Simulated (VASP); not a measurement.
# LiH (Fm-3m) in VASP: notebook

Runs on LiH. Level: r2SCAN. Tasks: single point.

Everything below comes from runs of VASP 6.6.1. Logs are shortened: lines on timing, memory, paths and dates and some standing lists are left out, and cuts for length are marked.

### 1 The cell of the first run

It takes space group Fm-3m (No. 225, cubic). The conventional cell has a = 3.990 Å, b = 3.990 Å, c = 3.990 Å, α = 90.00°, β = 90.00°, γ = 90.00°. Within 2.6 Å of Li (site symmetry m-3m) lie 6 H at 2.00 Å. H (site symmetry m-3m) has 6 Li at 2.00 Å within 2.6 Å.

### 2 Single point, r2SCAN

Input file POSCAR:

```
LiH
1.0
    0.0000000000      1.9951720069      1.9951720069
    1.9951720069      0.0000000000      1.9951720069
    1.9951720069      1.9951720069      0.0000000000
Li H
1 1
Direct
    0.0000000000      0.0000000000      0.0000000000
    0.5000000000      0.5000000000      0.5000000000
```

Input file INCAR.step1:

```
PREC = Accurate ; ENCUT = 520
ISMEAR = -1 ; SIGMA = 0.05
LREAL = F ; LASPH = T
NELM = 80 ; NBANDS = 9
GGA = PE ; ALGO = Normal
EDIFF = 1E-4 ; LWAVE = T
LCHARG = F
```

Input file INCAR.step2:

```
PREC = Accurate ; ENCUT = 520
EDIFF = 1E-7 ; ISMEAR = -1
SIGMA = 0.05 ; LREAL = F
LASPH = T ; NELM = 80
ALGO = Normal ; ISIF = 2
LWAVE = F ; LCHARG = T
METAGGA = R2SCAN ; LMIXTAU = T
LELF = T ; LVHAR = T
NBANDS = 9 ; ISTART = 1
```

Input file KPOINTS:

```
Automatic mesh
0
Gamma
  11 11 11
```

Potentials or basis: VASP PAW PBE potentials, release 64 (Li_sv, H).

Command:

```sh
> cat potpaw_PBE.64/Li_sv/POTCAR potpaw_PBE.64/H/POTCAR > POTCAR
> cp INCAR.step1 INCAR
> mpirun -np 1 vasp_std > vasp.out
> cp INCAR.step2 INCAR
> mpirun -np 1 vasp_std > vasp.out
```

OUTCAR:

```text
PREC = Accurate
   ENCUT = 520
   EDIFF = 1E-7
   ISMEAR = -1
   LREAL = F
   LASPH = T
   NELM = 80
   ISIF = 2
   METAGGA = R2SCAN
   ISTART = 1

 ion  position               nearest neighbor table
   1  0.000  0.000  0.000-
   2  0.500  0.500  0.500-

  LATTYP: Found a face centered cubic cell.
 ALAT       =     3.9903440138

  Lattice vectors:

 A1 = (   0.0000000000,   1.9951720069,   1.9951720069)
 A2 = (   1.9951720069,   0.0000000000,   1.9951720069)
 A3 = (   1.9951720069,   1.9951720069,   0.0000000000)

Analysis of symmetry for initial positions (statically):
=====================================================================
 Subroutine PRICEL returns:
 Original cell was already a primitive cell.

 Routine SETGRP: Setting up the symmetry group for a
 face centered cubic supercell.

 Subroutine GETGRP returns: Found 48 space group operations
 (whereof 48 operations were pure point group operations)
 out of a pool of 48 trial point group operations.

The static configuration has the point symmetry O_h .

Analysis of symmetry for dynamics (positions and initial velocities):
=====================================================================
 Subroutine PRICEL returns:
 Original cell was already a primitive cell.

 Routine SETGRP: Setting up the symmetry group for a
 face centered cubic supercell.

 Subroutine GETGRP returns: Found 48 space group operations
 (whereof 48 operations were pure point group operations)
 out of a pool of 48 trial point group operations.

The dynamic configuration has the point symmetry O_h .

 Subroutine INISYM returns: Found 48 space group operations
 (whereof 48 operations are pure point group operations),
 and found     1 'primitive' translations

----------------------------------------------------------------------------------------

                                     Primitive cell

  volume of cell :      15.8844

  direct lattice vectors                    reciprocal lattice vectors
     0.000000000  1.995172007  1.995172007    -0.250604960  0.250604960  0.250604960
     1.995172007  0.000000000  1.995172007     0.250604960 -0.250604960  0.250604960
     1.995172007  1.995172007  0.000000000     0.250604960  0.250604960 -0.250604960

  length of vectors
     2.821599311  2.821599311  2.821599311     0.434060522  0.434060522  0.434060522

  position of ions in fractional coordinates (direct lattice)
     0.000000000  0.000000000  0.000000000
     0.500000000  0.500000000  0.500000000

  ion indices of the primitive-cell ions
   primitive index   ion index
                 1           1
                 2           2

----------------------------------------------------------------------------------------

 KPOINTS: Automatic mesh

Automatic generation of k-mesh.
 Grid dimensions read from file:
 generate k-points for:   11   11   11

 Generating k-lattice:

  Cartesian coordinates                     Fractional coordinates (reciprocal lattice)
    -0.022782269  0.022782269  0.022782269     0.090909091  0.000000000  0.000000000
     0.022782269 -0.022782269  0.022782269     0.000000000  0.090909091  0.000000000
     0.022782269  0.022782269 -0.022782269     0.000000000  0.000000000  0.090909091

  Length of vectors
     0.039460047  0.039460047  0.039460047

  Shift w.r.t. Gamma in fractional coordinates (k-lattice)
     0.000000000  0.000000000  0.000000000

 Subroutine IBZKPT returns following result:
 ===========================================

 Found     56 irreducible k-points:

 Following reciprocal coordinates:
            Coordinates               Weight
  0.000000  0.000000  0.000000      1.000000
  0.090909  0.000000  0.000000      8.000000
  0.181818  0.000000  0.000000      8.000000
  0.272727  0.000000  0.000000      8.000000
  0.363636  0.000000  0.000000      8.000000
  0.454545  0.000000  0.000000      8.000000
[... 16 lines left out ...]
 -0.272727  0.181818  0.000000     24.000000
 -0.181818  0.181818  0.000000     12.000000
 [... further k-points ...]
   k-points           NKPTS =     56   k-points in BZ     NKDIM =     56   number of bands    NBANDS=      9
   number of dos      NEDOS =    301   number of ions     NIONS =      2
   total plane-waves  NPLWV =  13824
   dimension x,y,z NGX =    24 NGY =   24 NGZ =   24
   dimension x,y,z NGXF=    48 NGYF=   48 NGZF=   48
   ions per type =               1   1
   NGX,Y,Z   is equivalent  to a cutoff of  14.14, 14.14, 14.14 a.u.
   NGXF,Y,Z  is equivalent  to a cutoff of  28.28, 28.28, 28.28 a.u.
 SYSTEM =  unknown system
   PREC   = accura    normal or accurate (medium, high low for compatibility)
   ISTART =      1    job   : 0-new  1-cont  2-samecut
   ICHARG =      0    charge: 1-file 2-atom 10-const
   ISPIN  =      1    spin polarized calculation?
   LNONCOLLINEAR =      F non collinear calculations
   LSORBIT =      F    spin-orbit coupling
   LASPH  =      T    aspherical Exc in radial PAW
   ENCUT  =  520.0 eV  38.22 Ry    6.18 a.u.   5.25  5.25  5.25*2*pi/ulx,y,z
   NELM   =     80;   NELMIN=  2; NELMDL=  0     # of ELM steps
   EDIFF  = 0.1E-06   stopping-criterion for ELM
   LREAL  =      F    real-space projection
   EDIFFG = 0.1E-05   stopping-criterion for IOM
   NSW    =      0    number of steps for IOM
   IBRION =     -1    ionic relax: 0-MD 1-quasi-New 2-CG
   NFREE  =      0    steps in history (QN), initial steepest desc. (CG)
   ISIF   =      2    stress and relaxation
   ISYM   =      2    0-nonsym 1-usesym 2-fastsym
   POTIM  = 0.5000    time-step for ionic-motion
   TEBEG  =    0.0;   TEEND  =   0.0 temperature during run
   PSTRESS=    0.0 pullay stress
   NELECT =       4.0000    total number of electrons
   NUPDOWN=      -1.0000    fix difference up-down
   EMIN   =  10.00;   EMAX   =-10.00  energy-range for DOS
   EFERMI =   0.00;   METHOD = LEGACY
   ISMEAR =    -1;   SIGMA  =   0.05  broadening in eV -4-tet -1-fermi 0-gaus
   EFERMI_NEDOS =   21; number of points for ismear=-14 and -15
   IALGO  =     38    algorithm
   IMIX   =      4    mixing-type and parameters
     AMIX     =   0.40;   BMIX     =  1.00
     AMIX_MAG =   1.60;   BMIX_MAG =  1.00
  volume/ion in A,a.u.               =       7.94        53.60
  Fermi-wavevector in a.u.,A,eV,Ry     =   1.033803  1.953605 14.541210  1.068749
  Thomas-Fermi vector in A             =   2.168068
   LORBIT       =      0    0 simple, 1 ext, 2 COOP (PROOUT), +10 PAW based schemes
   METAGGA = R2SCAN    functional components
   LHFCALC =     F    Hartree Fock is set to
   AEXX    =    0.0000 exact exchange contribution
   IVDW    =     0    specifies the selected vdW correction
   LEPSILON=     F    determine dielectric tensor
   LRPA    =     F    only Hartree local field effects (RPA)
 non-spin polarized calculation
  energy-cutoff  :      520.00
  volume of cell :       15.88
 maximum number of plane-waves:       440
 NGX is ok and might be reduce to    24
   NGX = 11   NGY = 11   NGZ = 11

 number of electron       3.9999996 magnetization

 Free energy of the ion-electron system (eV)
  ---------------------------------------------------
  ext. energy  EPLUGINS =         0.00000000
  ---------------------------------------------------
  free energy    TOTEN  =        -6.81752064 eV

  energy without entropy =       -6.81752064  energy(sigma->0) =       -6.81752064

 E-fermi :   0.8450     XC(G=0):  -8.8715

 val. band max:       -0.1703782165   @ k =  -0.4545   0.4545   0.0000
 cond. band min:       3.6105041450   @ k =  -0.4545   0.4545   0.0000
 fundamental gap:      3.7808823615
 Fermi energy:         0.8449983208

 k-point     1 :       0.0000    0.0000    0.0000
  band No.  band energies     occupation
      1     -45.8435      2.00000
      2      -5.6221      2.00000
      3      17.6998      0.00000
      4      19.4229      0.00000
      5      19.4229      0.00000
      6      19.4235      0.00000
      7      23.8712      0.00000
      8      23.8712      0.00000
      9      23.8714      0.00000

 k-point     2 :       0.0909    0.0000    0.0000
  band No.  band energies     occupation
      1     -45.8398      2.00000
      2      -5.4724      2.00000
      3      16.1734      0.00000
      4      18.5413      0.00000
      5      19.0302      0.00000
      6      19.0307      0.00000
      7      23.6008      0.00000
      8      24.7086      0.00000
      9      24.7088      0.00000

 k-point     3 :       0.1818    0.0000    0.0000
  band No.  band energies     occupation
      1     -45.8298      2.00000
      2      -5.0330      2.00000
      3      12.9734      0.00000
      4      17.3117      0.00000
      5      18.3840      0.00000
      6      18.3845      0.00000
      7      24.4522      0.00000
      8      25.0971      0.00000
      9      25.0974      0.00000

 k-point     4 :       0.2727    0.0000    0.0000
  band No.  band energies     occupation
      1     -45.8167      2.00000
      2      -4.3460      2.00000
      3       9.8326      0.00000
      4      16.2150      0.00000
      5      17.9663      0.00000
      6      17.9667      0.00000
      7      22.9099      0.00000
      8      22.9101      0.00000
      9      25.9115      0.00000

 k-point     5 :       0.3636    0.0000    0.0000
  band No.  band energies     occupation
      1     -45.8045      2.00000
      2      -3.5323      2.00000
      3       7.3010      0.00000
      4      15.4129      0.00000
      5      17.9005      0.00000
      6      17.9009      0.00000
      7      21.1398      0.00000
      8      21.1400      0.00000
      9      27.6969      0.00000

 k-point     6 :       0.4545    0.0000    0.0000
  band No.  band energies     occupation
      1     -45.7973      2.00000
      2      -2.8988      2.00000
      3       5.7925      0.00000
      4      14.9936      0.00000
      5      18.1059      0.00000
      6      18.1064      0.00000
      7      20.0053      0.00000
      8      20.0053      0.00000
      9      29.2649      0.00000
[... 169 lines left out ...]
 k-point    21 :      -0.4545    0.1818    0.0000
  band No.  band energies     occupation
      1     -45.7910      2.00000
      2      -2.1326      2.00000
      3       5.6773      0.00000
      4      10.7455      0.00000
      5      14.9513      0.00000
      6      17.5194      0.00000
      7      24.6622      0.00000
      8      25.6747      0.00000
      9      28.9507      0.00000

 k-point    22 :      -0.3636    0.1818    0.0000
  band No.  band energies     occupation
      1     -45.7933      2.00000
      2      -2.4349      2.00000
      3       6.3138      0.00000
      4      10.5157      0.00000
      5      15.9857      0.00000
      6      17.2973      0.00000
      7      23.7977      0.00000
      8      26.6540      0.00000
      9      29.2222      0.00000

 k-point    23 :      -0.2727    0.1818    0.0000
  band No.  band energies     occupation
      1     -45.8013      2.00000
      2      -3.2402      2.00000
      3       8.3156      0.00000
      4      10.6652      0.00000
      5      17.3872      0.00000
      6      17.4682      0.00000
      7      23.2206      0.00000
      8      26.7042      0.00000
      9      28.0370      0.00000

 k-point    24 :      -0.1818    0.1818    0.0000
  band No.  band energies     occupation
      1     -45.8124      2.00000
      2      -4.0672      2.00000
      3      11.1365      0.00000
      4      11.1872      0.00000
      5      17.7102      0.00000
      6      19.2873      0.00000
      7      22.5456      0.00000
      8      25.1938      0.00000
      9      26.4642      0.00000

 [... further k-points ...]

------------------------ aborting loop because EDIFF is reached ----------------------------------------

  FORCE on cell =-STRESS in cart. coord.  units (eV):
  Direction    XX          YY          ZZ          XY          YZ          ZX
  --------------------------------------------------------------------------------------
  -------------------------------------------------------------------------------------
  Total       -0.0077244     -0.0077244     -0.0077244      0.0000000     -0.0000000     -0.0000000
  in kB       -0.7791248     -0.7791248     -0.7791248      0.0000000     -0.0000000     -0.0000000
  external PRESSURE =      -0.7791248 kB  Pullay stress =       0.0000000 kB

 VOLUME and BASIS-vectors are now :
 -----------------------------------------------------------------------------
  energy-cutoff  :      520.00
  volume of cell :       15.88
      direct lattice vectors                 reciprocal lattice vectors
     0.000000000  1.995172007  1.995172007    -0.250604960  0.250604960  0.250604960
     1.995172007  0.000000000  1.995172007     0.250604960 -0.250604960  0.250604960
     1.995172007  1.995172007  0.000000000     0.250604960  0.250604960 -0.250604960

 POSITION                                       TOTAL-FORCE (eV/Angst)
 -----------------------------------------------------------------------------------
      0.00000      0.00000      0.00000         0.000000     -0.000000     -0.000000
      1.99517      1.99517      1.99517        -0.000000      0.000000      0.000000
 -----------------------------------------------------------------------------------
    total drift:                                0.000000     -0.000000     -0.000000

  FREE ENERGIE OF THE ION-ELECTRON SYSTEM (eV)
  ---------------------------------------------------
  free  energy   TOTEN  =        -6.8175206430 eV

  energy  without entropy=       -6.8175206429  energy(sigma->0) =       -6.81752064
```

It took 65 s on 1 thread of Intel Xeon 8259CL, shared host; peak memory 0.14 GiB.

Results:

| Item | Value |
| --- | --- |
| Free energy | -6.8175 eV |
| Band gap on the k mesh | 3.78 eV |

Levels at points of the mesh, in eV from the valence-band top:
```tsv
k point	band 1	band 2	band 3	band 4	band 5
(0.00, 0.00, 0.00)	-45.67	-5.45	17.87	19.59	19.59
```

Caveat: the cutoff is under 1.25 times the usual one of these potentials, so pressure, stress and relaxed cells hold a basis-set (Pulay) error; the PAW data sets were made with another functional, which shifts forces and pressure a little; an odd mesh through Γ misses points on the zone boundary, where band edges can lie.

### 3 Single point, r2SCAN

This run uses another cell than the first one, of 8.11 Å³/atom.

Input file POSCAR:

```
LiH
1.0
    0.0000000000      2.0092229770      2.0092229770
    2.0092229770      0.0000000000      2.0092229770
    2.0092229770      2.0092229770      0.0000000000
Li H
1 1
Direct
    0.0000000000      0.0000000000      0.0000000000
    0.5000000000      0.5000000000      0.5000000000
```

INCAR.step1: that of step 2 with these lines changed.

```diff
@@ -3,3 +3,3 @@
 LREAL = F ; LASPH = T
-NELM = 80 ; NBANDS = 9
+NELM = 100 ; NBANDS = 9
 GGA = PE ; ALGO = Normal
```

Input file INCAR.step2:

```
PREC = Accurate ; ENCUT = 520
EDIFF = 1E-6 ; ISMEAR = -1
SIGMA = 0.05 ; LREAL = F
LASPH = T ; NELM = 100
ALGO = Normal ; ISIF = 2
LWAVE = F ; LCHARG = T
METAGGA = R2SCAN ; LMIXTAU = T
LELF = T ; LVHAR = T
NBANDS = 9 ; ISTART = 1
```

Input file KPOINTS:

```
regular mesh
0
Gamma
  11 11 11
```

Potentials or basis: VASP PAW PBE potentials, release 64 (Li_sv, H).

Command:

```sh
> cat potpaw_PBE.64/Li_sv/POTCAR potpaw_PBE.64/H/POTCAR > POTCAR
> cp INCAR.step1 INCAR
> mpirun -np 1 vasp_std > vasp.out
> cp INCAR.step2 INCAR
> mpirun -np 1 vasp_std > vasp.out
```

Run time: 43 s. Hardware: 1 thread of Intel Xeon 8259CL, shared host; peak memory 0.14 GiB.

It converged, with:

```yaml
Free_energy: -6.8172 eV
Band_gap_on_the_k_mesh: 3.79 eV
```

Levels at points of the mesh, in eV from the valence-band top:
| k point | band 1 | band 2 | band 3 | band 4 | band 5 |
| --- | --- | --- | --- | --- | --- |
| (0.00, 0.00, 0.00) | -45.69 | -5.37 | 17.58 | 19.36 | 19.36 |

Caveat: the cutoff is under 1.25 times the usual one of these potentials, so pressure, stress and relaxed cells hold a basis-set (Pulay) error; the PAW data sets were made with another functional, which shifts forces and pressure a little; an odd mesh through Γ misses points on the zone boundary, where band edges can lie. r2SCAN opens gaps a little over a GGA but as a rule still falls short of measured ones.

### 4 Single point, r2SCAN

This run uses another cell than the first one, of 8.28 Å³/atom.

Input file POSCAR:

```
LiH
1.0
    0.0000000000      2.0230801250      2.0230801250
    2.0230801250      0.0000000000      2.0230801250
    2.0230801250      2.0230801250      0.0000000000
Li H
1 1
Direct
    0.0000000000      0.0000000000      0.0000000000
    0.5000000000      0.5000000000      0.5000000000
```

Input file INCAR.step1:

```
  PREC = Accurate
  ENCUT = 520
  ISMEAR = -1
  SIGMA = 0.05
  LREAL = False
  LASPH = True
  NELM = 100
  NBANDS = 9
  GGA = PE
  ALGO = Normal
  EDIFF = 1E-4
  LWAVE = True
  LCHARG = False
```

Input file INCAR.step2:

```
  PREC = Accurate
  ENCUT = 520
  EDIFF = 1E-6
  ISMEAR = -1
  SIGMA = 0.05
  LREAL = False
  LASPH = True
  NELM = 100
  ALGO = Normal
  ISIF = 2
  LWAVE = False
  LCHARG = False
  METAGGA = R2SCAN
  LMIXTAU = True
  NBANDS = 9
  ISTART = 1
```

Input file KPOINTS:

```
Automatic mesh
0
Gamma
  11 11 11
```

Command:

```sh
> cat potpaw_PBE.64/Li_sv/POTCAR potpaw_PBE.64/H/POTCAR > POTCAR
> cp INCAR.step1 INCAR
> mpirun -np 1 vasp_std > vasp.out
> cp INCAR.step2 INCAR
> mpirun -np 1 vasp_std > vasp.out
```

Wall time 60 s (1 thread of Intel Xeon 8259CL, shared host); peak memory 0.14 GiB.

The run converged. Its results:

```
Free energy            : -6.8158 eV
Band gap on the k mesh : 3.80 eV
```

Levels at points of the mesh, in eV from the valence-band top:
```tsv
k point	band 1	band 2	band 3	band 4	band 5	band 6
(0.00, 0.00, 0.00)	-45.71	-5.30	17.28	19.12	19.12	19.13
```

Caveat: the cutoff is under 1.25 times the usual one of these potentials, so pressure, stress and relaxed cells hold a basis-set (Pulay) error; the PAW data sets were made with another functional, which shifts forces and pressure a little; an odd mesh through Γ misses points on the zone boundary, where band edges can lie. r2SCAN opens gaps a little over a GGA but as a rule still falls short of measured ones.

### 5 Summary

| cell | gap on the mesh (eV) |
| --- | --- |
| a = 2.822 Å, angles 60.0°, 2 atoms | 3.78 |
| a = 2.841 Å, angles 60.0°, 2 atoms | 3.79 |
| a = 2.861 Å, angles 60.0°, 2 atoms | 3.80 |

Alike in all rows: task single point; level r2SCAN; potentials or basis VASP PAW PBE potentials, release 64 (Li_sv, H); no spin polarisation; k mesh 11 × 11 × 11; cutoff (eV) 520; smearing fermi-dirac 0.05 eV.

Caveats: the cutoff is under 1.25 times the usual one of these potentials, so pressure, stress and relaxed cells hold a basis-set (Pulay) error; the PAW data sets were made with another functional, which shifts forces and pressure a little; an odd mesh through Γ misses points on the zone boundary, where band edges can lie.

Absolute energies hang on the potentials; compare differences alone.
